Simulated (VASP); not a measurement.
# LiAl2B2 (P-3m1) in VASP: single point with PBE

Aim: the single point of LiAl2B2 with PBE.

All numbers are computed with VASP 6.6.1; they aren't measurements. Logs are shortened: lines on timing, memory, paths and dates and some standing lists are left out, and cuts for length are marked.

### 1 The cell of the first run

The structure is trigonal, space group P-3m1 (No. 164). The conventional cell has a = 3.459 Å, b = 3.459 Å, c = 6.006 Å, α = 90.00°, β = 90.00°, γ = 120.00°. Within 3.4 Å of Li (site symmetry -3m) lie 6 B at 2.54 Å and 6 Al at 2.99 Å. B (site symmetry 3m) has 4 Al at 2.10 to 2.21 Å and 3 Li at 2.54 Å within 2.8 Å. Within 2.8 Å of Al (site symmetry 3m) lie 4 B at 2.10 to 2.21 Å and 3 Al at 2.53 Å.

### 2 Single point, PBE

File INCAR:

```
  PREC = Accurate
  ENCUT = 520
  EDIFF = 1E-7
  ISMEAR = -1
  SIGMA = 0.1
  LREAL = False
  LASPH = True
  NELM = 100
  ALGO = Normal
  ISIF = 2
  LWAVE = False
  LCHARG = False
  GGA = PE
  NBANDS = 16
```

File KPOINTS:

```
regular mesh
0
Gamma
  11 11 6
```

File POSCAR:

```
LiAl2B2
1.0
    1.7296640000      2.9958640000      0.0000000000
   -1.7296640000      2.9958640000      0.0000000000
    0.0000000000      0.0000000000      6.0060410000
Li B Al
1 2 2
Direct
    0.0000000000      0.0000000000      0.0000000000
    0.3333300000      0.3333400000      0.2617000000
    0.6666700000      0.6666600000      0.7383000000
    0.3333300000      0.3333400000      0.6298000000
    0.6666700000      0.6666600000      0.3702000000
```

Potentials or basis: VASP PAW PBE potentials, release 64 (Li_sv, B, Al).

Launch:

```sh
$ cat potpaw_PBE.64/Li_sv/POTCAR potpaw_PBE.64/B/POTCAR potpaw_PBE.64/Al/POTCAR > POTCAR
$ mpirun -np 1 vasp_std > vasp.out
```

OUTCAR:

```text
PREC = Accurate
   ENCUT = 520
   EDIFF = 1E-7
   ISMEAR = -1
   LREAL = False
   LASPH = True
   NELM = 100
   ISIF = 2
   GGA = PE

 ion  position               nearest neighbor table
   1  0.000  0.000  0.000-
   2  0.333  0.333  0.262-   5 2.10   5 2.10   5 2.10   4 2.21
   3  0.667  0.667  0.738-   4 2.10   4 2.10   4 2.10   5 2.21
   4  0.333  0.333  0.630-   3 2.10   3 2.10   3 2.10   2 2.21   5 2.53   5 2.53   5 2.53
   5  0.667  0.667  0.370-   2 2.10   2 2.10   2 2.10   3 2.21   4 2.53   4 2.53   4 2.53

  LATTYP: Found a hexagonal cell.
 ALAT       =     3.4593263303
 C/A-ratio  =     1.7361880397

  Lattice vectors:

 A1 = (   1.7296640000,  -2.9958640000,   0.0000000000)
 A2 = (   1.7296640000,   2.9958640000,   0.0000000000)
 A3 = (   0.0000000000,   0.0000000000,   6.0060410000)

Analysis of symmetry for initial positions (statically):
=====================================================================
 Subroutine PRICEL returns:
 Original cell was already a primitive cell.

 Routine SETGRP: Setting up the symmetry group for a
 hexagonal supercell.

 Subroutine GETGRP returns: Found  4 space group operations
 (whereof  4 operations were pure point group operations)
 out of a pool of 24 trial point group operations.

The static configuration has the point symmetry C_2h.

Analysis of symmetry for dynamics (positions and initial velocities):
=====================================================================
 Subroutine PRICEL returns:
 Original cell was already a primitive cell.

 Routine SETGRP: Setting up the symmetry group for a
 hexagonal supercell.

 Subroutine GETGRP returns: Found  4 space group operations
 (whereof  4 operations were pure point group operations)
 out of a pool of 24 trial point group operations.

The dynamic configuration has the point symmetry C_2h.

 Subroutine INISYM returns: Found  4 space group operations
 (whereof  4 operations are pure point group operations),
 and found     1 'primitive' translations

----------------------------------------------------------------------------------------

                                     Primitive cell

  volume of cell :      62.2447

  direct lattice vectors                    reciprocal lattice vectors
     1.729664000  2.995864000  0.000000000     0.289073485  0.166896762  0.000000000
    -1.729664000  2.995864000  0.000000000    -0.289073485  0.166896762  0.000000000
[... 84 lines left out ...]
   ICHARG =      2    charge: 1-file 2-atom 10-const
   ISPIN  =      1    spin polarized calculation?
   LNONCOLLINEAR =      F non collinear calculations
   LSORBIT =      F    spin-orbit coupling
   LASPH  =      T    aspherical Exc in radial PAW
   ENCUT  =  520.0 eV  38.22 Ry    6.18 a.u.   6.43  6.43 11.17*2*pi/ulx,y,z
   NELM   =    100;   NELMIN=  2; NELMDL= -5     # of ELM steps
   EDIFF  = 0.1E-06   stopping-criterion for ELM
   LREAL  =      F    real-space projection
   EDIFFG = 0.1E-05   stopping-criterion for IOM
   NSW    =      0    number of steps for IOM
   IBRION =     -1    ionic relax: 0-MD 1-quasi-New 2-CG
   NFREE  =      0    steps in history (QN), initial steepest desc. (CG)
   ISIF   =      2    stress and relaxation
   ISYM   =      2    0-nonsym 1-usesym 2-fastsym
   POTIM  = 0.5000    time-step for ionic-motion
   TEBEG  =    0.0;   TEEND  =   0.0 temperature during run
   PSTRESS=    0.0 pullay stress
   NELECT =      15.0000    total number of electrons
   NUPDOWN=      -1.0000    fix difference up-down
   EMIN   =  10.00;   EMAX   =-10.00  energy-range for DOS
   EFERMI =   0.00;   METHOD = LEGACY
   ISMEAR =    -1;   SIGMA  =   0.10  broadening in eV -4-tet -1-fermi 0-gaus
   EFERMI_NEDOS =   21; number of points for ismear=-14 and -15
   IALGO  =     38    algorithm
   IMIX   =      4    mixing-type and parameters
     AMIX     =   0.40;   BMIX     =  1.00
     AMIX_MAG =   1.60;   BMIX_MAG =  1.00
  volume/ion in A,a.u.               =      12.45        84.01
  Fermi-wavevector in a.u.,A,eV,Ry     =   1.018758  1.925174 14.121061  1.037869
  Thomas-Fermi vector in A             =   2.152234
   LORBIT       =      0    0 simple, 1 ext, 2 COOP (PROOUT), +10 PAW based schemes
   GGA     = PE    functional components
[... 5 lines left out ...]
 non-spin polarized calculation
  energy-cutoff  :      520.00
  volume of cell :       62.24
 maximum number of plane-waves:      1700
 NGX is ok and might be reduce to    28
   NGX = 13   NGY = 13   NGZ = 23

 number of electron      15.0000011 magnetization

 Free energy of the ion-electron system (eV)
  ---------------------------------------------------
  ext. energy  EPLUGINS =         0.00000000
  ---------------------------------------------------
  free energy    TOTEN  =       -20.36933970 eV

  energy without entropy =      -20.28457996  energy(sigma->0) =      -20.32695983

 E-fermi :   5.0211     XC(G=0):  -9.9385

 val. band max:        5.0116902189   @ k =  -0.0909   0.4545   0.5000
 cond. band min:       5.0385641684   @ k =   0.4545   0.0909   0.0000
 fundamental gap:      0.0268739495
 Fermi energy:         5.0211479411

 k-point     1 :       0.0000    0.0000    0.0000
  band No.  band energies     occupation
      1     -40.0801      2.00000
      2      -6.2848      2.00000
      3      -2.8890      2.00000
      4       0.4309      2.00000
      5       5.3252      0.09126
      6       5.3254      0.09109
[... 433 lines left out ...]
      3      -2.1238      2.00000
      4       0.4363      2.00000
      5       1.3803      2.00000
      6       2.7263      2.00000
[... 8 lines left out ...]
     15      13.9020      0.00000
     16      15.0040      0.00000

 [... further k-points ...]
[... 5 lines left out ...]
  --------------------------------------------------------------------------------------
  -------------------------------------------------------------------------------------
  Total        6.3865029      6.3875792      1.1595625      0.0009392      0.0001136     -0.0001968
  in kB      164.3885512    164.4162555     29.8471333      0.0241759      0.0029252     -0.0050666
  external PRESSURE =     119.5506467 kB  Pullay stress =       0.0000000 kB

 VOLUME and BASIS-vectors are now :
 -----------------------------------------------------------------------------
  energy-cutoff  :      520.00
  volume of cell :       62.24
      direct lattice vectors                 reciprocal lattice vectors
     1.729664000  2.995864000  0.000000000     0.289073485  0.166896762  0.000000000
    -1.729664000  2.995864000  0.000000000    -0.289073485  0.166896762  0.000000000
     0.000000000  0.000000000  6.006041000     0.000000000  0.000000000  0.166499030

 POSITION                                       TOTAL-FORCE (eV/Angst)
 -----------------------------------------------------------------------------------
      0.00000      0.00000      0.00000         0.000000      0.000000      0.000000
     -0.00002      1.99725      1.57178         0.000323     -0.000186      0.121620
      0.00002      3.99448      4.43426        -0.000323      0.000186     -0.121620
     -0.00002      1.99725      3.78260         0.000426     -0.000246      1.777715
      0.00002      3.99448      2.22344        -0.000426      0.000246     -1.777715
 -----------------------------------------------------------------------------------
    total drift:                               -0.000000      0.000000      0.000000

  FREE ENERGIE OF THE ION-ELECTRON SYSTEM (eV)
  ---------------------------------------------------
  free  energy   TOTEN  =       -20.3693396950 eV

  energy  without entropy=      -20.2845799636  energy(sigma->0) =      -20.32695983
```

OSZICAR:

```text
N       E                     dE             d eps       ncg     rms          rms(c)
DAV:   1     0.222900597875E+02    0.22290E+02   -0.50904E+03  6528   0.792E+02
DAV:   2    -0.194292831592E+02   -0.41719E+02   -0.38759E+02  8824   0.141E+02
DAV:   3    -0.214256861335E+02   -0.19964E+01   -0.19738E+01 10576   0.251E+01
DAV:   4    -0.214918855068E+02   -0.66199E-01   -0.66153E-01  8720   0.433E+00
DAV:   5    -0.214929030536E+02   -0.10175E-02   -0.10175E-02 10032   0.523E-01    0.546E+00
DAV:   6    -0.204982876135E+02    0.99462E+00   -0.11887E+00  8992   0.539E+00    0.240E+00
DAV:   7    -0.203691836923E+02    0.12910E+00   -0.48996E-01  9520   0.331E+00    0.843E-01
DAV:   8    -0.203692461575E+02   -0.62465E-04   -0.35190E-02  8128   0.116E+00    0.283E-01
DAV:   9    -0.203693446028E+02   -0.98445E-04   -0.16521E-03  9408   0.241E-01    0.749E-02
DAV:  10    -0.203693370705E+02    0.75324E-05   -0.12608E-04  8120   0.736E-02    0.278E-02
DAV:  11    -0.203693398860E+02   -0.28155E-05   -0.14126E-05 10504   0.246E-02    0.555E-03
DAV:  12    -0.203693396928E+02    0.19320E-06   -0.26903E-06  8888   0.997E-03    0.201E-03
DAV:  13    -0.203693396950E+02   -0.22641E-08   -0.30816E-07  8376   0.352E-03
   1 F= -.20369340E+02 E0= -.20326960E+02  d E =-.847597E-01
```

stdout:

```text
POSCAR found type information on POSCAR LiB Al
 POSCAR found :  3 types and       5 ions
 scaLAPACK will be used
 LDA part: xc-table for (Slater+PW92), standard interpolation
 POSCAR, INCAR and KPOINTS ok, starting setup
 FFT: planning ... GRIDC
 FFT: planning ... GRID_SOFT
 FFT: planning ... GRID
 WAVECAR not read
 entering main loop
```

Run time: 7.1 min. Hardware: 1 thread of AMD EPYC, shared host; peak memory 0.29 GiB.

What came out:

| Quantity | Value |
| --- | --- |
| Free energy | -20.3693 eV |
| Largest force | 1.778 eV/Å |

Forces in eV/Å, atoms in the order of the input:
```
Li   0.000  0.000  0.000
B    0.000  0.000  0.122
B    0.000  0.000 -0.122
Al   0.000  0.000  1.778
Al   0.000  0.000 -1.778
```

Caveat: the cutoff is under 1.25 times the usual one of these potentials, so pressure, stress and relaxed cells hold a basis-set (Pulay) error; forces of over 1 eV/Å act on the atoms, so gaps and moduli don't describe the material at rest.
